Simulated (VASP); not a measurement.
# Mg (P6_3/mmc) in VASP: a series of runs, part 2 of 2

VASP 6.6.1. Earlier steps stand in the parts before.

### 3 Single point, RPBE+D3(BJ)

This run uses another cell than the first one, of 16.83 Å³/atom, 0.746 times its volume.

Contents of INCAR:

```
ALGO     = Normal         # electronic algorithm
EDIFF    = 1E-6           # SCF threshold, eV
ENCUT    = 520            # plane-wave cutoff, eV
GGA      = RP             # functional
ISIF     = 2              # what is computed and relaxed
ISMEAR   = -1             # smearing method
IVDW     = 12             # dispersion correction
LASPH    = T              # aspherical terms in the spheres
LCHARG   = F              # write CHGCAR
LREAL    = F              # projectors in reciprocal space
LWAVE    = F              # write WAVECAR
NBANDS   = 12             # bands
NELM     = 60             # most SCF steps
PREC     = Accurate       # precision mode
SIGMA    = 0.05           # smearing width, eV
```

Contents of KPOINTS:

```
k-points
0
Gamma
  10 10 3
```

Contents of POSCAR:

```
Mg
1.0
    2.8812350899      0.0000000000      0.0000000000
   -1.4406175449      2.4952227821      0.0000000000
    0.0000000000      0.0000000000      9.3626585103
Mg
4
Direct
    0.6666666667      0.3333333333      0.7500000000
    0.0000000000      0.0000000000      0.5000000000
    0.3333333333      0.6666666667      0.2500000000
    0.0000000000      0.0000000000      0.0000000000
```

Potentials or basis: VASP PAW PBE potentials, release 64 (Mg).

Command:

```
cat potpaw_PBE.64/Mg/POTCAR > POTCAR
mpirun -np 1 vasp_std > vasp.out
```

OUTCAR:

```text
EDIFF = 1E-6
   ENCUT = 520
   GGA = RP
   ISIF = 2
   ISMEAR = -1
   IVDW = 12
   LASPH = T
   LREAL = F
   NELM = 60
   PREC = Accurate
 IVDW          = 12

 ion  position               nearest neighbor table
   1  0.667  0.333  0.750-   2 2.87   4 2.87   2 2.87   4 2.87   2 2.87   4 2.87
   2  0.000  0.000  0.500-   1 2.87   3 2.87   3 2.87   1 2.87   1 2.87   3 2.87
   3  0.333  0.667  0.250-   2 2.87   4 2.87   2 2.87   4 2.87   2 2.87   4 2.87
   4  0.000  0.000  0.000-   1 2.87   3 2.87   3 2.87   1 2.87   1 2.87   3 2.87

  LATTYP: Found a hexagonal cell.
 ALAT       =     2.8812350899
 C/A-ratio  =     3.2495295310

  Lattice vectors:

 A1 = (   2.8812350899,   0.0000000000,   0.0000000000)
 A2 = (  -1.4406175449,   2.4952227821,   0.0000000000)
 A3 = (   0.0000000000,   0.0000000000,   9.3626585103)

Analysis of symmetry for initial positions (statically):
=====================================================================
 Subroutine PRICEL returns:
 Original cell was already a primitive cell.

 Routine SETGRP: Setting up the symmetry group for a
 hexagonal supercell.

 Subroutine GETGRP returns: Found 24 space group operations
 (whereof 12 operations were pure point group operations)
 out of a pool of 24 trial point group operations.

The static configuration has the point symmetry D_3d.
 The point group associated with its full space group is D_6h.

Analysis of symmetry for dynamics (positions and initial velocities):
=====================================================================
 Subroutine PRICEL returns:
 Original cell was already a primitive cell.

 Routine SETGRP: Setting up the symmetry group for a
 hexagonal supercell.

 Subroutine GETGRP returns: Found 24 space group operations
 (whereof 12 operations were pure point group operations)
 out of a pool of 24 trial point group operations.

The dynamic configuration has the point symmetry D_3d.
 The point group associated with its full space group is D_6h.

 Subroutine INISYM returns: Found 24 space group operations
 (whereof 12 operations are pure point group operations),
 and found     1 'primitive' translations

----------------------------------------------------------------------------------------

                                     Primitive cell

  volume of cell :      67.3112

  direct lattice vectors                    reciprocal lattice vectors
     2.881235090  0.000000000  0.000000000     0.347073380  0.200382909  0.000000000
    -1.440617545  2.495222782  0.000000000     0.000000000  0.400765818  0.000000000
     0.000000000  0.000000000  9.362658510     0.000000000  0.000000000  0.106807270

  length of vectors
     2.881235090  2.881235090  9.362658510     0.400765818  0.400765818  0.106807270

  position of ions in fractional coordinates (direct lattice)
     0.666666667  0.333333333  0.750000000
     0.000000000  0.000000000  0.500000000
     0.333333333  0.666666667  0.250000000
     0.000000000  0.000000000  0.000000000

  ion indices of the primitive-cell ions
   primitive index   ion index
                 1           1
                 2           2
                 3           3
                 4           4

----------------------------------------------------------------------------------------

 KPOINTS: k-points

Automatic generation of k-mesh.
 Grid dimensions read from file:
[... 51 lines left out ...]
   dimension x,y,z NGXF=    48 NGYF=   48 NGZF=  140
   ions per type =               4
   NGX,Y,Z   is equivalent  to a cutoff of  13.85, 13.85, 12.43 a.u.
   NGXF,Y,Z  is equivalent  to a cutoff of  27.70, 27.70, 24.86 a.u.
 SYSTEM =  unknown system
   PREC   = accura    normal or accurate (medium, high low for compatibility)
   ISTART =      0    job   : 0-new  1-cont  2-samecut
   ICHARG =      2    charge: 1-file 2-atom 10-const
   ISPIN  =      1    spin polarized calculation?
   LNONCOLLINEAR =      F non collinear calculations
   LSORBIT =      F    spin-orbit coupling
   LASPH  =      T    aspherical Exc in radial PAW
   ENCUT  =  520.0 eV  38.22 Ry    6.18 a.u.   5.36  5.36 17.41*2*pi/ulx,y,z
   NELM   =     60;   NELMIN=  2; NELMDL= -5     # of ELM steps
   EDIFF  = 0.1E-05   stopping-criterion for ELM
   LREAL  =      F    real-space projection
   EDIFFG = 0.1E-04   stopping-criterion for IOM
   NSW    =      0    number of steps for IOM
   IBRION =     -1    ionic relax: 0-MD 1-quasi-New 2-CG
   NFREE  =      0    steps in history (QN), initial steepest desc. (CG)
   ISIF   =      2    stress and relaxation
   ISYM   =      2    0-nonsym 1-usesym 2-fastsym
   POTIM  = 0.5000    time-step for ionic-motion
   TEBEG  =    0.0;   TEEND  =   0.0 temperature during run
   PSTRESS=    0.0 pullay stress
   NELECT =       8.0000    total number of electrons
   NUPDOWN=      -1.0000    fix difference up-down
   EMIN   =  10.00;   EMAX   =-10.00  energy-range for DOS
   EFERMI =   0.00;   METHOD = LEGACY
   ISMEAR =    -1;   SIGMA  =   0.05  broadening in eV -4-tet -1-fermi 0-gaus
   EFERMI_NEDOS =   21; number of points for ismear=-14 and -15
   IALGO  =     38    algorithm
   IMIX   =      4    mixing-type and parameters
     AMIX     =   0.40;   BMIX     =  1.00
     AMIX_MAG =   1.60;   BMIX_MAG =  1.00
  volume/ion in A,a.u.               =      16.83       113.56
  Fermi-wavevector in a.u.,A,eV,Ry     =   0.804901  1.521042  8.814745  0.647865
  Thomas-Fermi vector in A             =   1.913045
   LORBIT       =      0    0 simple, 1 ext, 2 COOP (PROOUT), +10 PAW based schemes
   GGA     = RP    functional components
   LHFCALC =     F    Hartree Fock is set to
   AEXX    =    0.0000 exact exchange contribution
   IVDW    =    12    specifies the selected vdW correction
   LEPSILON=     F    determine dielectric tensor
   LRPA    =     F    only Hartree local field effects (RPA)
 non-spin polarized calculation
  energy-cutoff  :      520.00
  volume of cell :       67.31
 maximum number of plane-waves:      1841
 NGX is ok and might be reduce to    24
   NGX = 11   NGY = 11   NGZ = 35

 number of electron       8.0000000 magnetization

 Free energy of the ion-electron system (eV)
  ---------------------------------------------------
  ext. energy  EPLUGINS =         0.00000000
  ---------------------------------------------------
  free energy    TOTEN  =        -3.86220233 eV

  energy without entropy =       -3.84320149  energy(sigma->0) =       -3.85270191

 E-fermi :   4.6878     XC(G=0):  -9.3958

 val. band max:        4.6837066756   @ k =   0.3000   0.2000   0.3333
 cond. band min:       4.7148786042   @ k =   0.4000   0.2000   0.0000
 fundamental gap:      0.0311719286
 Fermi energy:         4.6877753119

 k-point     1 :       0.0000    0.0000    0.0000
  band No.  band energies     occupation
      1      -3.7816      2.00000
      2      -2.0805      2.00000
      3      -2.0732      2.00000
      4       2.3634      2.00000
      5       3.3860      2.00000
      6      10.6062      0.00000
      7      10.6219      0.00000
      8      17.5261      0.00000
      9      17.5261      0.00000
     10      17.9611      0.00000
     11      17.9611      0.00000
     12      18.2757      0.00000
[... 331 lines left out ...]
 k-point    24 :       0.4000    0.1000    0.3333
  band No.  band energies     occupation
      1       1.3051      2.00000
      2       1.8232      2.00000
      3       3.4144      2.00000
      4       3.6654      2.00000
      5       4.5518      1.87625
      6       5.5737      0.00000
      7       6.2947      0.00000
      8       7.6698      0.00000
      9       9.2738      0.00000
     10      10.1722      0.00000
     11      11.3696      0.00000
     12      12.3012      0.00000

 [... further k-points ...]

------------------------ aborting loop because EDIFF is reached ----------------------------------------

 Edisp (eV)   -7.86684

 E8    (eV) :    -5.1452

  FORCE on cell =-STRESS in cart. coord.  units (eV):
  Direction    XX          YY          ZZ          XY          YZ          ZX
  --------------------------------------------------------------------------------------
  -------------------------------------------------------------------------------------
  Total      -0.05241    -0.05241    -0.04786    -0.00000     0.00000     0.00000
  in kB      -1.24751    -1.24751    -1.13924    -0.00000     0.00000     0.00000
  external pressure =       -1.21 kB  Pullay stress =        0.00 kB

 VOLUME and BASIS-vectors are now :
 -----------------------------------------------------------------------------
  energy-cutoff  :      520.00
  volume of cell :       67.31
      direct lattice vectors                 reciprocal lattice vectors
     2.881235090  0.000000000  0.000000000     0.347073380  0.200382909  0.000000000
    -1.440617545  2.495222782  0.000000000     0.000000000  0.400765818  0.000000000
     0.000000000  0.000000000  9.362658510     0.000000000  0.000000000  0.106807270

 POSITION                                       TOTAL-FORCE (eV/Angst)
 -----------------------------------------------------------------------------------
      1.44062      0.83174      7.02199        -0.000000      0.000000      0.000000
      0.00000      0.00000      4.68133        -0.000000     -0.000000      0.000000
     -0.00000      1.66348      2.34066         0.000000     -0.000000     -0.000000
      0.00000      0.00000      0.00000        -0.000000     -0.000000      0.000000
 -----------------------------------------------------------------------------------
    total drift:                                0.000000     -0.000000      0.000000

  FREE ENERGIE OF THE ION-ELECTRON SYSTEM (eV)
  ---------------------------------------------------
  free  energy   TOTEN  =       -11.7290462209 eV

  energy  without entropy=      -11.7100453753  energy(sigma->0) =      -11.71954580
```

Wall time 11 s (1 thread of AMD EPYC 9R45 (Zen 5), shared host); peak memory 0.16 GiB.

What came out:

* Free energy: -11.7290 eV
* Pressure: -0.1 GPa
* Band gap on the k mesh: zero (band 4 reaches 5.14 eV, above the bottom of band 5 at 3.39 eV)
* Dispersion energy per atom: -1.967 eV

Caveat: the PAW data sets were made with another functional, which shifts forces and pressure a little; pairwise dispersion overbinds metals, which lowers pressure and volume.

### 4 Single point, PBE+D3(BJ)

This run uses another cell than the first one, of 21.86 Å³/atom, 0.970 times its volume.

Contents of INCAR:

```
SYSTEM = Mg
PREC = Accurate ; ENCUT = 520
EDIFF = 1E-6 ; ISMEAR = -1
SIGMA = 0.05 ; LREAL = .False.
LASPH = .True. ; NELM = 60
ALGO = Normal ; ISIF = 2
LWAVE = .False. ; LCHARG = .True.
GGA = PE ; IVDW = 12
LELF = .True. ; LVHAR = .True.
NBANDS = 12
```

Contents of KPOINTS:

```
regular mesh
0
Gamma
  10 10 3
  0 0 0
```

Contents of POSCAR:

```
Mg
1.0
    3.1286482176      0.0000000000      0.0000000000
   -1.5643241088      2.7094888359      0.0000000000
    0.0000000000      0.0000000000     10.3156103380
Mg
4
Direct
    0.6666666667      0.3333333333      0.7500000000
    0.0000000000      0.0000000000      0.5000000000
    0.3333333333      0.6666666667      0.2500000000
    0.0000000000      0.0000000000      0.0000000000
```

Potentials or basis: VASP PAW PBE potentials, release 64 (Mg).

Command:

```
cat potpaw_PBE.64/Mg/POTCAR > POTCAR
mpirun -np 1 vasp_std > vasp.out
```

OUTCAR:

```text
SYSTEM = Mg
   PREC = Accurate
   ENCUT = 520
   EDIFF = 1E-6
   ISMEAR = -1
   LREAL = .False.
   LASPH = .True.
   NELM = 60
   ISIF = 2
   GGA = PE
   IVDW = 12
 IVDW          = 12

 ion  position               nearest neighbor table
   1  0.667  0.333  0.750-   2 3.15   4 3.15   2 3.15   4 3.15   2 3.15   4 3.15
   2  0.000  0.000  0.500-   1 3.15   3 3.15   3 3.15   1 3.15   1 3.15   3 3.15
   3  0.333  0.667  0.250-   2 3.15   4 3.15   2 3.15   4 3.15   2 3.15   4 3.15
   4  0.000  0.000  0.000-   1 3.15   3 3.15   3 3.15   1 3.15   1 3.15   3 3.15

  LATTYP: Found a hexagonal cell.
 ALAT       =     3.1286482176
[... 565 lines left out ...]
  --------------------------------------------------------------------------------------
  -------------------------------------------------------------------------------------
  Total      -0.06648    -0.06648    -0.06313     0.00000     0.00000     0.00000
  in kB      -1.21809    -1.21809    -1.15670     0.00000     0.00000     0.00000
  external pressure =       -1.20 kB  Pullay stress =        0.00 kB

 VOLUME and BASIS-vectors are now :
 -----------------------------------------------------------------------------
  energy-cutoff  :      520.00
  volume of cell :       87.45
      direct lattice vectors                 reciprocal lattice vectors
     3.128648218  0.000000000  0.000000000     0.319626858  0.184536653  0.000000000
    -1.564324109  2.709488836  0.000000000     0.000000000  0.369073305  0.000000000
     0.000000000  0.000000000 10.315610338     0.000000000  0.000000000  0.096940459

 POSITION                                       TOTAL-FORCE (eV/Angst)
 -----------------------------------------------------------------------------------
      1.56432      0.90316      7.73671         0.000000      0.000000     -0.000000
      0.00000      0.00000      5.15781         0.000000      0.000000      0.000000
     -0.00000      1.80633      2.57890        -0.000000     -0.000000      0.000000
      0.00000      0.00000      0.00000        -0.000000      0.000000      0.000000
 -----------------------------------------------------------------------------------
    total drift:                                0.000000     -0.000000     -0.000000

  FREE ENERGIE OF THE ION-ELECTRON SYSTEM (eV)
  ---------------------------------------------------
  free  energy   TOTEN  =        -7.1732856932 eV

  energy  without entropy=       -7.1563280426  energy(sigma->0) =       -7.16480687
```

It took 12 s on 1 thread of AMD EPYC 9R45 (Zen 5), shared host; peak memory 0.18 GiB.

What came out:

| Item | Value |
| --- | --- |
| Free energy | -7.1733 eV |
| Pressure | -0.1 GPa |
| Band gap on the k mesh | zero (band 4 reaches 3.48 eV, above the bottom of band 5 at 1.51 eV) |
| Dispersion energy per atom | -0.298 eV |

Caveat: pairwise dispersion overbinds metals, which lowers pressure and volume.

### 5 The runs side by side

```tsv
level	cell	smearing	gap on the mesh (eV)	pressure (GPa)
PBE	a = 3.177, b = 3.177, c = 10.319 Å, angles 90.0, 90.0, 120.0°, 4 atoms	gaussian 0.023 eV	none	0.8
RPBE+D3(BJ)	a = 2.881, b = 2.881, c = 9.363 Å, angles 90.0, 90.0, 120.0°, 4 atoms	fermi-dirac 0.05 eV	none	-0.1
PBE+D3(BJ)	a = 3.129, b = 3.129, c = 10.316 Å, angles 90.0, 90.0, 120.0°, 4 atoms	fermi-dirac 0.05 eV	none	-0.1
```

Alike in all rows: task single point; potentials or basis VASP PAW PBE potentials, release 64 (Mg); no spin polarisation; k mesh 10 × 10 × 3; cutoff (eV) 520.

Caveats: pairwise dispersion overbinds metals, which lowers pressure and volume (some runs); the PAW data sets were made with another functional, which shifts forces and pressure a little (some runs).

Absolute energies hang on the potentials; compare differences alone.
